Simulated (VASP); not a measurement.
# P (Im-3m) in VASP: further runs

The runs below take P through relaxation of cell and atoms, single point, with LDA.

Program: VASP 6.6.1. These are calculated values, not measurements. Logs are shortened: lines on timing, memory, paths and dates and some standing lists are left out, and cuts for length are marked.

### 1 The cell of the first run

Symmetry: Im-3m, No. 229, cubic system. Conventional cell: a = 3.123 Å, b = 3.123 Å, c = 3.123 Å, α = 90.00°, β = 90.00°, γ = 90.00°. Within 3.6 Å of P (site symmetry m-3m) lie 14 P at 2.70 to 3.12 Å.

This isn't the form of P at room conditions, which is orthorhombic.

### 2 Relaxation of cell and atoms, LDA

Contents of INCAR:

```
SYSTEM = P
PREC     = Accurate       ! precision mode
ENCUT    = 600            ! plane-wave cutoff, eV
EDIFF    = 1E-6           ! SCF threshold, eV
ISMEAR   = -1             ! smearing method
SIGMA    = 0.1            ! smearing width, eV
LREAL    = .False.        ! projectors in reciprocal space
LASPH    = .True.         ! aspherical terms in the spheres
NELM     = 60             ! most SCF steps
ALGO     = Normal         ! electronic algorithm
ISIF     = 3              ! what is computed and relaxed
LWAVE    = .False.        ! write WAVECAR
LCHARG   = .False.        ! write CHGCAR
GGA      = CA             ! functional
IBRION   = 2              ! ionic algorithm
NSW      = 80             ! ionic steps
EDIFFG   = -0.01          ! ionic threshold
```

Contents of KPOINTS:

```
regular mesh
0
Gamma
  14 14 14
  0 0 0
```

Contents of POSCAR:

```
P
1.0
   -1.5612668457      1.5612668457      1.5612668457
    1.5612668457     -1.5612668457      1.5612668457
    1.5612668457      1.5612668457     -1.5612668457
P
1
Direct
    0.0000000000      0.0000000000      0.0000000000
```

Potentials or basis: VASP PAW LDA potentials, release 64 (P).

The run is started by

```bash
cat potpaw_LDA.64/P/POTCAR > POTCAR
mpirun -np 1 vasp_std > vasp.out
```

OUTCAR:

```text
SYSTEM = P
   PREC = Accurate
   ENCUT = 600
   EDIFF = 1E-6
   ISMEAR = -1
   LREAL = .False.
   LASPH = .True.
   NELM = 60
   ISIF = 3
   GGA = CA
   IBRION = 2
   NSW = 80
   EDIFFG = -0.01

 ion  position               nearest neighbor table
   1  0.000  0.000  0.000-

  LATTYP: Found a body centered cubic cell.
 ALAT       =     3.1225336914

  Lattice vectors:

 A1 = (  -1.5612668457,   1.5612668457,   1.5612668457)
 A2 = (   1.5612668457,  -1.5612668457,   1.5612668457)
 A3 = (   1.5612668457,   1.5612668457,  -1.5612668457)

Analysis of symmetry for initial positions (statically):
=====================================================================
 Subroutine PRICEL returns:
 Original cell was already a primitive cell.

 Routine SETGRP: Setting up the symmetry group for a
 body centered cubic supercell.

 Subroutine GETGRP returns: Found 48 space group operations
 (whereof 48 operations were pure point group operations)
 out of a pool of 48 trial point group operations.

The static configuration has the point symmetry O_h .

Analysis of symmetry for dynamics (positions and initial velocities):
=====================================================================
 Subroutine PRICEL returns:
 Original cell was already a primitive cell.

 Routine SETGRP: Setting up the symmetry group for a
 body centered cubic supercell.

 Subroutine GETGRP returns: Found 48 space group operations
 (whereof 48 operations were pure point group operations)
 out of a pool of 48 trial point group operations.

The dynamic configuration has the point symmetry O_h .

 Subroutine INISYM returns: Found 48 space group operations
 (whereof 48 operations are pure point group operations),
 and found     1 'primitive' translations

----------------------------------------------------------------------------------------

                                     Primitive cell

  volume of cell :      15.2227

  direct lattice vectors                    reciprocal lattice vectors
    -1.561266846  1.561266846  1.561266846     0.000000000  0.320252749  0.320252749
     1.561266846 -1.561266846  1.561266846     0.320252749  0.000000000  0.320252749
     1.561266846  1.561266846 -1.561266846     0.320252749  0.320252749  0.000000000

  length of vectors
     2.704193501  2.704193501  2.704193501     0.452905782  0.452905782  0.452905782

  position of ions in fractional coordinates (direct lattice)
     0.000000000  0.000000000  0.000000000

  ion indices of the primitive-cell ions
   primitive index   ion index
                 1           1

----------------------------------------------------------------------------------------

 KPOINTS: regular mesh

Automatic generation of k-mesh.
 Grid dimensions read from file:
 generate k-points for:   14   14   14

 Generating k-lattice:

  Cartesian coordinates                     Fractional coordinates (reciprocal lattice)
     0.000000000  0.022875196  0.022875196     0.071428571  0.000000000  0.000000000
     0.022875196  0.000000000  0.022875196     0.000000000  0.071428571  0.000000000
     0.022875196  0.022875196  0.000000000     0.000000000  0.000000000  0.071428571

  Length of vectors
     0.032350413  0.032350413  0.032350413

  Shift w.r.t. Gamma in fractional coordinates (k-lattice)
     0.000000000  0.000000000  0.000000000

 Subroutine IBZKPT returns following result:
 ===========================================

 Found    104 irreducible k-points:

 Following reciprocal coordinates:
            Coordinates               Weight
  0.000000  0.000000  0.000000      1.000000
  0.071429  0.000000  0.000000     12.000000
  0.142857  0.000000  0.000000     12.000000
  0.214286  0.000000  0.000000     12.000000
  0.285714  0.000000  0.000000     12.000000
  0.357143  0.000000  0.000000     12.000000
[... 16 lines left out ...]
  0.285714  0.285714  0.000000     24.000000
  0.357143  0.285714  0.000000     24.000000
 [... further k-points ...]
   k-points           NKPTS =    104   k-points in BZ     NKDIM =    104   number of bands    NBANDS=      6
   number of dos      NEDOS =    301   number of ions     NIONS =      1
   total plane-waves  NPLWV =  13824
   dimension x,y,z NGX =    24 NGY =   24 NGZ =   24
   dimension x,y,z NGXF=    48 NGYF=   48 NGZF=   48
   ions per type =               1
   NGX,Y,Z   is equivalent  to a cutoff of  14.75, 14.75, 14.75 a.u.
   NGXF,Y,Z  is equivalent  to a cutoff of  29.51, 29.51, 29.51 a.u.
 SYSTEM =  P
   PREC   = accura    normal or accurate (medium, high low for compatibility)
   ISTART =      0    job   : 0-new  1-cont  2-samecut
   ICHARG =      2    charge: 1-file 2-atom 10-const
   ISPIN  =      1    spin polarized calculation?
   LNONCOLLINEAR =      F non collinear calculations
   LSORBIT =      F    spin-orbit coupling
   LASPH  =      T    aspherical Exc in radial PAW
   ENCUT  =  600.0 eV  44.10 Ry    6.64 a.u.   5.40  5.40  5.40*2*pi/ulx,y,z
   NELM   =     60;   NELMIN=  2; NELMDL= -5     # of ELM steps
   EDIFF  = 0.1E-05   stopping-criterion for ELM
   LREAL  =      F    real-space projection
   EDIFFG = -.1E-01   stopping-criterion for IOM
   NSW    =     80    number of steps for IOM
   IBRION =      2    ionic relax: 0-MD 1-quasi-New 2-CG
   NFREE  =      1    steps in history (QN), initial steepest desc. (CG)
   ISIF   =      3    stress and relaxation
   ISYM   =      2    0-nonsym 1-usesym 2-fastsym
   POTIM  = 0.5000    time-step for ionic-motion
   TEBEG  =    0.0;   TEEND  =   0.0 temperature during run
   PSTRESS=    0.0 pullay stress
   NELECT =       5.0000    total number of electrons
   NUPDOWN=      -1.0000    fix difference up-down
   EMIN   =  10.00;   EMAX   =-10.00  energy-range for DOS
   EFERMI =   0.00;   METHOD = LEGACY
   ISMEAR =    -1;   SIGMA  =   0.10  broadening in eV -4-tet -1-fermi 0-gaus
   EFERMI_NEDOS =   21; number of points for ismear=-14 and -15
   IALGO  =     38    algorithm
   IMIX   =      4    mixing-type and parameters
     AMIX     =   0.40;   BMIX     =  1.00
     AMIX_MAG =   1.60;   BMIX_MAG =  1.00
  volume/ion in A,a.u.               =      15.22       102.73
  Fermi-wavevector in a.u.,A,eV,Ry     =   1.129538  2.134518 17.359091  1.275857
  Thomas-Fermi vector in A             =   2.266232
   LORBIT       =      0    0 simple, 1 ext, 2 COOP (PROOUT), +10 PAW based schemes
   GGA     = CA    functional components
   LHFCALC =     F    Hartree Fock is set to
   AEXX    =    0.0000 exact exchange contribution
   IVDW    =     0    specifies the selected vdW correction
   LEPSILON=     F    determine dielectric tensor
   LRPA    =     F    only Hartree local field effects (RPA)
 conjugate gradient relaxation of ions
 non-spin polarized calculation
  energy-cutoff  :      600.00
  volume of cell :       15.22
 maximum number of plane-waves:       531
 NGX is ok and might be reduce to    24
   NGX = 11   NGY = 11   NGZ = 11

--------------------------------------- Ionic step        1  -------------------------------------------

 number of electron       5.0000000 magnetization

 Free energy of the ion-electron system (eV)
  ---------------------------------------------------
  ext. energy  EPLUGINS =         0.00000000
  ---------------------------------------------------
  free energy    TOTEN  =        -5.42923050 eV

  energy without entropy =       -5.41249505  energy(sigma->0) =       -5.42086278

 E-fermi :   8.9460     XC(G=0): -11.3505

 val. band max:        8.9175506868   @ k =  -0.2143   0.2857   0.0714
 cond. band min:       8.9757559117   @ k =  -0.2143   0.2857   0.1429
 fundamental gap:      0.0582052249
 Fermi energy:         8.9459923886

 k-point     1 :       0.0000    0.0000    0.0000
  band No.  band energies     occupation
      1      -6.7219      2.00000
      2      15.4368      0.00000
      3      15.4368      0.00000
      4      15.4368      0.00000
      5      20.8344      0.00000
      6      20.8344      0.00000

 k-point     2 :       0.0714    0.0000    0.0000
  band No.  band energies     occupation
      1      -6.5766      2.00000
      2      14.5624      0.00000
      3      14.9801      0.00000
      4      15.3549      0.00000
      5      20.4263      0.00000
      6      20.9020      0.00000
[... 255 lines left out ...]
 POSITION                                       TOTAL-FORCE (eV/Angst)
 -----------------------------------------------------------------------------------
      0.00000     -0.00000      0.00000         0.000000     -0.000000     -0.000000
 -----------------------------------------------------------------------------------
    total drift:                               -0.000000     -0.000000     -0.000000

  FREE ENERGIE OF THE ION-ELECTRON SYSTEM (eV)
  ---------------------------------------------------
  free  energy   TOTEN  =        -5.4824076613 eV

  energy  without entropy=       -5.4654840064  energy(sigma->0) =       -5.47394583

--------------------------------------- Ionic step        3  -------------------------------------------

 number of electron       5.0000000 magnetization

 Free energy of the ion-electron system (eV)
  ---------------------------------------------------
  ext. energy  EPLUGINS =         0.00000000
  ---------------------------------------------------
  free energy    TOTEN  =        -5.48677177 eV

  energy without entropy =       -5.46993869  energy(sigma->0) =       -5.47835523

 E-fermi :  10.6235     XC(G=0): -11.8394

 val. band max:       10.5811886465   @ k =   0.2143   0.0714   0.0000
 cond. band min:      10.6892042390   @ k =  -0.2143   0.3571   0.0714
 fundamental gap:      0.1080155925
 Fermi energy:        10.6234515036

 k-point     1 :       0.0000    0.0000    0.0000
  band No.  band energies     occupation
      1      -6.2496      2.00000
      2      18.1736      0.00000
      3      18.1736      0.00000
      4      18.1736      0.00000
      5      22.7860      0.00000
      6      22.7860      0.00000

 k-point     2 :       0.0714    0.0000    0.0000
  band No.  band energies     occupation
      1      -6.0908      2.00000
      2      17.1190      0.00000
      3      17.5692      0.00000
      4      18.0655      0.00000
      5      22.3330      0.00000
      6      22.9675      0.00000
[... 220 lines left out ...]
 POSITION                                       TOTAL-FORCE (eV/Angst)
 -----------------------------------------------------------------------------------
      0.00000     -0.00000      0.00000         0.000000      0.000000      0.000000
 -----------------------------------------------------------------------------------
    total drift:                               -0.000000      0.000000      0.000000

  FREE ENERGIE OF THE ION-ELECTRON SYSTEM (eV)
  ---------------------------------------------------
  free  energy   TOTEN  =        -5.4867717714 eV

  energy  without entropy=       -5.4699386906  energy(sigma->0) =       -5.47835523

 reached required accuracy - stopping structural energy minimisation
```

Wall time 8.1 s (1 thread of AMD EPYC 9R45 (Zen 5), shared host); peak memory 0.1 GiB.

Results:

```yaml
Free_energy: -5.4868 eV
Relaxed_volume: 13.58 Å³/atom
Relaxed_cell: a = 2.603 Å, b = 2.603 Å, c = 2.603 Å, α = 109.47°, β = 109.47°, γ = 109.47°
Space_group_after_relaxing_to_0.1_Å: Im-3m (No. 229)
Energy_gained_by_relaxing: 57.5 meV/atom
Ionic_steps: 3
Pressure_after_relaxing: 0.0 GPa
Band_gap_on_the_k_mesh: zero (an odd number of electrons rules out a gap without spin polarisation)
```

The path:
```csv
step,energy change (eV),largest force (eV/Å),pressure (GPa),volume (Å³)
1,0.0000,0.0000,-10.21,15.22
2,-0.0532,0.0000,3.58,13.18
3,-0.0575,0.0000,0.04,13.58
```

Final structure:
```cif
data_structure
_symmetry_space_group_name_H-M 'P 1'
_symmetry_Int_Tables_number 1
_cell_length_a 2.6032
_cell_length_b 2.6032
_cell_length_c 2.6032
_cell_angle_alpha 109.471
_cell_angle_beta 109.471
_cell_angle_gamma 109.471
_cell_volume 13.58
loop_
_atom_site_label
_atom_site_type_symbol
_atom_site_fract_x
_atom_site_fract_y
_atom_site_fract_z
_atom_site_occupancy
P1 P 0.00000 0.00000 0.00000 1
```

### 3 Single point, LDA, non-collinear spin, zero start, spin-orbit coupling

This run uses another cell than the first one, of 13.59 Å³/atom.

Contents of INCAR:

```
PREC = Accurate
ENCUT = 520
EDIFF = 1E-7
ISMEAR = -1
SIGMA = 0.1
LREAL = False
LASPH = True
NELM = 150
ALGO = Normal
ISIF = 2
LWAVE = False
LCHARG = False
LNONCOLLINEAR = True
MAGMOM = 0 0 0
LORBIT = 11
LSORBIT = True
GGA_COMPAT = False
LORBMOM = True
NBANDS = 16
```

Contents of KPOINTS:

```
Automatic mesh
0
Gamma
  15 15 15
```

Contents of POSCAR:

```
P
1.0
   -1.5034118968      1.5034118968      1.5034118968
    1.5034118968     -1.5034118968      1.5034118968
    1.5034118968      1.5034118968     -1.5034118968
P
1
Direct
    0.0000000000      0.0000000000      0.0000000000
```

Potentials or basis: VASP PAW LDA potentials, release 64 (P).

The run is started by

```bash
cat potpaw_LDA.64/P/POTCAR > POTCAR
mpirun -np 1 vasp_ncl > vasp.out
```

Run time: 19 s. Hardware: 1 thread of AMD EPYC 9R45 (Zen 5), shared host; peak memory 0.13 GiB.

Results (log left out):

```yaml
Free_energy: -5.4880 eV
Pressure: -0.5 GPa
Net_moment: 0.00 μB per cell
Valence_electrons_inside_the_program's_atomic_spheres: P 2.36
```

Moments on the atoms (μB; x, y, z):
```
P   0.00 0.00 0.00
```
